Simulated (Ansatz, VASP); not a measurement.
# Sc in VASP and in Ansatz

```
Sc
1.0
     0.00000    2.26000    2.26000
     2.26000    0.00000    2.26000
     2.26000    2.26000    0.00000
Sc
1
Direct
  0.00000 0.00000 0.00000
```

Alike in both runs: task relaxation of cell and atoms; functional r2SCAN; dispersion D3(BJ); k mesh 10 × 10 × 10; occupations fermi-dirac, width 0.01 eV; collinear spin.

|  | VASP | Ansatz |
| --- | --- | --- |
| version | VASP 6.6.1 | Ansatz 0.2.0 |
| potentials or method | VASP PAW PBE potentials, release 64 (Sc_sv) | PseudoDojo standard (PBE files) |
| plane-wave cutoff (eV) | 600 | 1061 |
| valence electrons in the cell | 11 | 11 |

Ansatz gave:

| Quantity | Value |
| --- | --- |
| net moment per atom (μB) | 0.32 |
| size of the moment on the site where the two differ most (μB) | 0.21 |
| relaxed volume (Å³/atom) | 24.72 |
| relaxed length of the cell vector where the two differ most in proportion (Å) | 3.270 |

**Question.** Estimate VASP's values.

**Answer.** net moment per atom (μB): 0.36; size of the moment on the site where the two differ most (μB): 0.20; relaxed volume (Å³/atom): 24.71; relaxed length of the cell vector where the two differ most in proportion (Å): 3.269.

VASP's potentials were made for PBE, not for r2SCAN. Site moments also hang on the region over which each program counts them.

Noted on Ansatz's run: the meta-GGA runs on potentials made for a GGA; the magnetic or orbital state may not be the lowest; the plane-wave basis is chosen anew once the cell has moved, so the energies of steps on either side of that aren't comparable.
